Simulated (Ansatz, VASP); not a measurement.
**KBr in VASP and in Ansatz**

```
K Br
1.0
     0.00000    3.35232    3.35232
     3.35232    0.00000    3.35232
     3.35232    3.35232    0.00000
K Br
1 1
Direct
  0.00000 0.00000 0.00000
  0.50000 0.50000 0.50000
```

Alike in both runs: task single point; functional PBE; k mesh 6 × 6 × 6; no spin polarisation.

|  | VASP | Ansatz |
| --- | --- | --- |
| version | VASP 6.6.1 | Ansatz 0.2.0 |
| potentials or method | VASP PAW PBE potentials, release 64 (K_sv, Br) | plane waves, PAW |
| plane-wave cutoff (eV) | 520 | 420 |
| occupations | gaussian, width 0.01 eV | fixed |
| valence electrons in the cell | 16 | 16 |

|  | VASP | Ansatz | Ansatz less VASP |
| --- | --- | --- | --- |
| gap on the k mesh at the Fermi level (eV) | 4.31 | 4.31 | +0.001 |
| pressure (GPa) | 0.0 | 0.0 | -0.03 |
